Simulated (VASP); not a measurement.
# MoS2 (C2/m) in VASP: a series of runs

MoS2 is run at these levels: PBE+D3(BJ); tasks: single point.

Everything below comes from runs of VASP 6.6.1. Logs are shortened: lines on timing, memory, paths and dates and some standing lists are left out, and cuts for length are marked.

### 1 The cell of the first run

Symmetry: C2/m, No. 12, monoclinic system. The conventional cell has a = 5.455 Å, b = 3.149 Å, c = 12.092 Å, α = 90.00°, β = 90.00°, γ = 90.00°. Mo (site symmetry m) has 6 S at 2.36 to 2.47 Å and 6 Mo at 3.15 Å within 3.2 Å. Within 3.2 Å of S (site symmetry m) lie 3 Mo at 2.39 to 2.47 Å and 7 S at 3.15 to 3.18 Å. S (site symmetry m) has 3 Mo at 2.36 to 2.44 Å and 10 S at 3.15 to 3.44 Å within 3.5 Å.

### 2 Single point, PBE+D3(BJ) (atoms displaced along several vibrational modes)

The input, INCAR:

```
PREC = Accurate
ENCUT = 520
EDIFF = 1E-6
ISMEAR = 0
SIGMA = 0.05
LREAL = F
LASPH = T
NELM = 60
ALGO = Normal
ISIF = 2
LWAVE = F
LCHARG = F
GGA = PE
IVDW = 12
NBANDS = 35
```

The input, KPOINTS:

```
Automatic mesh
0
Gamma
  12 12 4
```

The input, POSCAR:

```
MoS2
1.0
    3.1493579417      0.0000000000      0.0000000000
   -1.5746789709      2.7274239831      0.0000000000
    0.0000000000      0.0000000000     12.0917670417
Mo S
2 4
Direct
    0.3333333333      0.6666666667      0.2500000000
    0.6666666667      0.3333333333      0.7500000000
    0.3200057392      0.6400114783      0.6188427823
    0.6533390725      0.3066781450      0.1188427823
    0.3466609275      0.6933218550      0.8811572177
    0.6799942608      0.3599885217      0.3811572177
```

Potentials or basis: VASP PAW PBE potentials, release 64 (Mo_sv, S).

Started as:

```
$ cat potpaw_PBE.64/Mo_sv/POTCAR potpaw_PBE.64/S/POTCAR > POTCAR
$ mpirun -np 1 vasp_std > vasp.out
```

OUTCAR:

```text
PREC = Accurate
   ENCUT = 520
   EDIFF = 1E-6
   ISMEAR = 0
   LREAL = F
   LASPH = T
   NELM = 60
   ISIF = 2
   GGA = PE
   IVDW = 12
 IVDW          = 12

 ion  position               nearest neighbor table
   1  0.333  0.667  0.250-   4 2.36   6 2.39   6 2.39   4 2.44   4 2.44   6 2.47
   2  0.667  0.333  0.750-   5 2.36   3 2.39   3 2.39   5 2.44   5 2.44   3 2.47
   3  0.320  0.640  0.619-   2 2.39   2 2.39   2 2.47
   4  0.653  0.307  0.119-   1 2.36   1 2.44   1 2.44
   5  0.347  0.693  0.881-   2 2.36   2 2.44   2 2.44
   6  0.680  0.360  0.381-   1 2.39   1 2.39   1 2.47

  LATTYP: Found a hexagonal cell.
 ALAT       =     3.1493579417
 C/A-ratio  =     3.8394387890

  Lattice vectors:

 A1 = (   3.1493579417,   0.0000000000,   0.0000000000)
 A2 = (  -1.5746789709,   2.7274239831,   0.0000000000)
 A3 = (   0.0000000000,   0.0000000000,  12.0917670417)

Analysis of symmetry for initial positions (statically):
=====================================================================
 Subroutine PRICEL returns:
 Original cell was already a primitive cell.

 Routine SETGRP: Setting up the symmetry group for a
 hexagonal supercell.

 Subroutine GETGRP returns: Found  4 space group operations
 (whereof  4 operations were pure point group operations)
 out of a pool of 24 trial point group operations.

The static configuration has the point symmetry C_2h.

Analysis of symmetry for dynamics (positions and initial velocities):
=====================================================================
 Subroutine PRICEL returns:
 Original cell was already a primitive cell.

 Routine SETGRP: Setting up the symmetry group for a
 hexagonal supercell.

 Subroutine GETGRP returns: Found  4 space group operations
 (whereof  4 operations were pure point group operations)
 out of a pool of 24 trial point group operations.

The dynamic configuration has the point symmetry C_2h.

 Subroutine INISYM returns: Found  4 space group operations
 (whereof  4 operations are pure point group operations),
 and found     1 'primitive' translations

----------------------------------------------------------------------------------------

                                     Primitive cell

  volume of cell :     103.8639

  direct lattice vectors                    reciprocal lattice vectors
     3.149357942  0.000000000  0.000000000     0.317525038  0.183323166  0.000000000
    -1.574678971  2.727423983  0.000000000     0.000000000  0.366646332  0.000000000
     0.000000000  0.000000000 12.091767042     0.000000000  0.000000000  0.082700899

  length of vectors
     3.149357942  3.149357942 12.091767042     0.366646332  0.366646332  0.082700899

  position of ions in fractional coordinates (direct lattice)
     0.333333333  0.666666667  0.250000000
     0.666666667  0.333333333  0.750000000
     0.320005739  0.640011478  0.618842782
     0.653339073  0.306678145  0.118842782
     0.346660927  0.693321855  0.881157218
     0.679994261  0.359988522  0.381157218

  ion indices of the primitive-cell ions
   primitive index   ion index
                 1           1
                 2           2
                 3           3
                 4           4
                 5           5
                 6           6

----------------------------------------------------------------------------------------

 KPOINTS: Automatic mesh

Automatic generation of k-mesh.
 Grid dimensions read from file:
 generate k-points for:   12   12    4

 Generating k-lattice:

  Cartesian coordinates                     Fractional coordinates (reciprocal lattice)
     0.026460420  0.015276931  0.000000000     0.083333333  0.000000000  0.000000000
     0.000000000  0.030553861  0.000000000     0.000000000  0.083333333  0.000000000
     0.000000000  0.000000000  0.020675225     0.000000000  0.000000000  0.250000000

  Length of vectors
     0.030553861  0.030553861  0.020675225

  Shift w.r.t. Gamma in fractional coordinates (k-lattice)
     0.000000000  0.000000000  0.000000000

 Subroutine IBZKPT returns following result:
 ===========================================

 Found    164 irreducible k-points:

 Following reciprocal coordinates:
            Coordinates               Weight
  0.000000  0.000000  0.000000      1.000000
  0.083333 -0.000000  0.000000      4.000000
  0.000000  0.083333  0.000000      2.000000
  0.166667 -0.000000  0.000000      4.000000
  0.000000  0.166667  0.000000      2.000000
  0.250000  0.000000  0.000000      4.000000
[... 16 lines left out ...]
 -0.083333  0.416667  0.000000      4.000000
 -0.416667  0.333333  0.000000      4.000000
 [... further k-points ...]
   k-points           NKPTS =    164   k-points in BZ     NKDIM =    164   number of bands    NBANDS=     35
   number of dos      NEDOS =    301   number of ions     NIONS =      6
   total plane-waves  NPLWV =  51840
   dimension x,y,z NGX =    24 NGY =   24 NGZ =   90
   dimension x,y,z NGXF=    48 NGYF=   48 NGZF=  180
   ions per type =               2   4
   NGX,Y,Z   is equivalent  to a cutoff of  12.67, 12.67, 12.37 a.u.
   NGXF,Y,Z  is equivalent  to a cutoff of  25.34, 25.34, 24.75 a.u.
 SYSTEM =  unknown system
   PREC   = accura    normal or accurate (medium, high low for compatibility)
   ISTART =      0    job   : 0-new  1-cont  2-samecut
   ICHARG =      2    charge: 1-file 2-atom 10-const
   ISPIN  =      1    spin polarized calculation?
   LNONCOLLINEAR =      F non collinear calculations
   LSORBIT =      F    spin-orbit coupling
   LASPH  =      T    aspherical Exc in radial PAW
   ENCUT  =  520.0 eV  38.22 Ry    6.18 a.u.   5.86  5.86 22.48*2*pi/ulx,y,z
   NELM   =     60;   NELMIN=  2; NELMDL= -5     # of ELM steps
   EDIFF  = 0.1E-05   stopping-criterion for ELM
   LREAL  =      F    real-space projection
   EDIFFG = 0.1E-04   stopping-criterion for IOM
   NSW    =      0    number of steps for IOM
   IBRION =     -1    ionic relax: 0-MD 1-quasi-New 2-CG
   NFREE  =      0    steps in history (QN), initial steepest desc. (CG)
   ISIF   =      2    stress and relaxation
   ISYM   =      2    0-nonsym 1-usesym 2-fastsym
   POTIM  = 0.5000    time-step for ionic-motion
   TEBEG  =    0.0;   TEEND  =   0.0 temperature during run
   PSTRESS=    0.0 pullay stress
   NELECT =      52.0000    total number of electrons
   NUPDOWN=      -1.0000    fix difference up-down
   EMIN   =  10.00;   EMAX   =-10.00  energy-range for DOS
   EFERMI =   0.00;   METHOD = LEGACY
   ISMEAR =     0;   SIGMA  =   0.05  broadening in eV -4-tet -1-fermi 0-gaus
   EFERMI_NEDOS =   21; number of points for ismear=-14 and -15
   IALGO  =     38    algorithm
   IMIX   =      4    mixing-type and parameters
     AMIX     =   0.40;   BMIX     =  1.00
     AMIX_MAG =   1.60;   BMIX_MAG =  1.00
  volume/ion in A,a.u.               =      17.31       116.82
  Fermi-wavevector in a.u.,A,eV,Ry     =   1.299933  2.456518 22.991493  1.689827
  Thomas-Fermi vector in A             =   2.431165
   LORBIT       =      0    0 simple, 1 ext, 2 COOP (PROOUT), +10 PAW based schemes
   GGA     = PE    functional components
   LHFCALC =     F    Hartree Fock is set to
   AEXX    =    0.0000 exact exchange contribution
   IVDW    =    12    specifies the selected vdW correction
   LEPSILON=     F    determine dielectric tensor
   LRPA    =     F    only Hartree local field effects (RPA)
 non-spin polarized calculation
 Gauss-broadening in eV      SIGMA  =   0.05
  energy-cutoff  :      520.00
  volume of cell :      103.86
 maximum number of plane-waves:      2820
   NGX = 11   NGY = 11   NGZ = 45

 number of electron      52.0000004 magnetization

 Free energy of the ion-electron system (eV)
  ---------------------------------------------------
  ext. energy  EPLUGINS =         0.00000000
  ---------------------------------------------------
  free energy    TOTEN  =       -43.43266008 eV

  energy without entropy =      -43.43266008  energy(sigma->0) =      -43.43266008

 E-fermi :   8.1437     XC(G=0): -11.0373

 val. band max:        7.9091124143   @ k =   0.0000   0.0000   0.0000
 cond. band min:       8.6775353271   @ k =   0.1667   0.1667   0.0000
 fundamental gap:      0.7684229128
 Fermi energy:         8.1436544619

 k-point     1 :       0.0000    0.0000    0.0000
  band No.  band energies     occupation
      1     -53.5948      2.00000
      2     -53.5948      2.00000
      3     -27.7545      2.00000
      4     -27.7544      2.00000
      5     -27.5091      2.00000
      6     -27.5091      2.00000
[... 27 lines left out ...]
     34      10.4309      0.00000
     35      13.6290      0.00000

 k-point     2 :       0.0833   -0.0000    0.0000
  band No.  band energies     occupation
      1     -53.5920      2.00000
      2     -53.5920      2.00000
      3     -27.7490      2.00000
      4     -27.7489      2.00000
      5     -27.5363      2.00000
      6     -27.5362      2.00000
[... 27 lines left out ...]
     34      10.3754      0.00000
     35      14.1461      0.00000

 k-point     3 :       0.0000    0.0833    0.0000
  band No.  band energies     occupation
      1     -53.5920      2.00000
      2     -53.5920      2.00000
      3     -27.7490      2.00000
      4     -27.7489      2.00000
      5     -27.5372      2.00000
      6     -27.5372      2.00000
[... 27 lines left out ...]
     34      10.4277      0.00000
     35      14.1201      0.00000
[... 723 lines left out ...]
 k-point    23 :      -0.0833    0.4167    0.0000
  band No.  band energies     occupation
      1     -53.5575      2.00000
      2     -53.5575      2.00000
      3     -27.8542      2.00000
      4     -27.8542      2.00000
      5     -27.6821      2.00000
      6     -27.6821      2.00000
[... 27 lines left out ...]
     34      11.9204      0.00000
     35      14.1073      0.00000

 k-point    24 :      -0.4167    0.3333    0.0000
  band No.  band energies     occupation
      1     -53.5575      2.00000
      2     -53.5575      2.00000
      3     -27.8531      2.00000
      4     -27.8531      2.00000
      5     -27.6825      2.00000
      6     -27.6825      2.00000
[... 27 lines left out ...]
     34      11.9055      0.00000
     35      14.1019      0.00000

 [... further k-points ...]

------------------------ aborting loop because EDIFF is reached ----------------------------------------

 Edisp (eV)   -2.62521

 E8    (eV) :    -1.0585

  FORCE on cell =-STRESS in cart. coord.  units (eV):
  Direction    XX          YY          ZZ          XY          YZ          ZX
  --------------------------------------------------------------------------------------
  -------------------------------------------------------------------------------------
  Total      -0.74234    -0.74959    -1.94621     0.00000    -3.89823     0.00000
  in kB     -11.45122   -11.56291   -30.02173     0.00000   -60.13308     0.00000
  external pressure =      -17.68 kB  Pullay stress =        0.00 kB

 VOLUME and BASIS-vectors are now :
 -----------------------------------------------------------------------------
  energy-cutoff  :      520.00
  volume of cell :      103.86
      direct lattice vectors                 reciprocal lattice vectors
     3.149357942  0.000000000  0.000000000     0.317525038  0.183323166  0.000000000
    -1.574678971  2.727423983  0.000000000     0.000000000  0.366646332  0.000000000
     0.000000000  0.000000000 12.091767042     0.000000000  0.000000000  0.082700899

 POSITION                                       TOTAL-FORCE (eV/Angst)
 -----------------------------------------------------------------------------------
     -0.00000      1.81828      3.02294         0.000000     -0.071561      0.006336
      1.57468      0.90914      9.06883        -0.000000      0.071561     -0.006336
      0.00000      1.74558      7.48290        -0.000000      0.619690      0.346446
      1.57468      0.83644      1.43702        -0.000000      0.695613      0.340525
     -0.00000      1.89098     10.65475         0.000000     -0.695613     -0.340525
      1.57468      0.98184      4.60886         0.000000     -0.619690     -0.346446
 -----------------------------------------------------------------------------------
    total drift:                               -0.000000      0.000000     -0.000000

  FREE ENERGIE OF THE ION-ELECTRON SYSTEM (eV)
  ---------------------------------------------------
  free  energy   TOTEN  =       -46.0578660984 eV

  energy  without entropy=      -46.0578660984  energy(sigma->0) =      -46.05786610
```

Run time: 13 min. Hardware: 1 thread of Intel Xeon 8259CL, shared host; peak memory 0.56 GiB.

Results:

- Free energy: -46.0579 eV
- Pressure: -1.8 GPa
- Largest force: 0.774 eV/Å
- Band gap on the k mesh: 0.77 eV (least direct gap 1.71 eV)
- Dispersion energy per atom: -0.438 eV

Forces on the atoms (eV/Å):
```
Mo   0.000 -0.072  0.006
Mo   0.000  0.072 -0.006
S    0.000  0.620  0.346
S    0.000  0.696  0.341
S    0.000 -0.696 -0.341
S    0.000 -0.620 -0.346
```

Caveat: the cell differs from its parent crystal (atoms displaced along several vibrational modes).

### 3 Single point, PBE+D3(BJ) (atoms displaced along several vibrational modes)

The input, INCAR:

```
SYSTEM = MoS2
PREC = Accurate
ENCUT = 520
EDIFF = 1E-6
ISMEAR = 0
SIGMA = 0.05
LREAL = .False.
LASPH = .True.
NELM = 80
ALGO = Normal
ISIF = 2
LWAVE = .False.
LCHARG = .False.
GGA = PE
IVDW = 12
NBANDS = 35
```

The input, KPOINTS:

```
Automatic mesh
0
Gamma
  12 12 4
  0 0 0
```

The input, POSCAR:

```
MoS2
1.0
    3.1493579417      0.0000000000      0.0000000000
   -1.5746789709      2.7274239831      0.0000000000
    0.0000000000      0.0000000000     12.0917670417
Mo S
2 4
Direct
    0.3333333333      0.6666666667      0.2500000000
    0.6666666667      0.3333333333      0.7500000000
    0.3133511082      0.6267022164      0.6254588542
    0.6466844416      0.2933688831      0.1254588542
    0.3533155584      0.7066311169      0.8745411458
    0.6866488918      0.3732977836      0.3745411458
```

Potentials or basis: VASP PAW PBE potentials, release 64 (Mo_sv, S).

Started as:

```
$ cat potpaw_PBE.64/Mo_sv/POTCAR potpaw_PBE.64/S/POTCAR > POTCAR
$ mpirun -np 1 vasp_std > vasp.out
```

Run time: 12 min. Hardware: 1 thread of Intel Xeon 8259CL, shared host; peak memory 0.56 GiB.

The run converged. Its results:

| Property | Result |
| --- | --- |
| Free energy | -45.7642 eV |
| Pressure | 7.1 GPa |
| Largest force | 1.936 eV/Å |
| Band gap on the k mesh | 0.70 eV (least direct gap 1.58 eV) |
| Dispersion energy per atom | -0.437 eV |

Forces on the atoms (eV/Å):
```
Mo   0.000 -0.217  0.028
Mo   0.000  0.217 -0.028
S    0.000  1.081 -1.403
S    0.000  1.305 -1.430
S    0.000 -1.305  1.430
S    0.000 -1.081  1.403
```

Stress tensor (GPa, compression positive):
```
  4.55   0.00   0.00
  0.00   4.49 -10.65
  0.00 -10.65  12.16
```

Levels at points of the mesh, in eV from the valence-band top:
```tsv
k point	band 24	band 25	band 26	band 27	band 28	band 29
(0.00, 0.00, 0.00)	-1.25	-1.21	0.00	1.81	1.81	1.85
(0.50, 0.00, 0.00)	-1.88	-1.61	-1.49	1.36	1.40	1.85
(0.00, 0.50, 0.00)	-1.90	-1.54	-1.47	1.35	1.40	1.85
(0.00, 0.00, 0.50)	-2.50	-0.29	-0.29	1.81	1.81	1.84
(0.50, 0.00, 0.50)	-1.98	-1.54	-1.54	1.37	1.38	1.97
(0.00, 0.50, 0.50)	-1.98	-1.51	-1.50	1.37	1.37	1.97
```

Caveat: the cell differs from its parent crystal (atoms displaced along several vibrational modes); the stress differs along the axes, from 4 to 12 GPa; forces of over 1 eV/Å act on the atoms, so gaps and moduli don't describe the material at rest. A k mesh can miss the band edges.
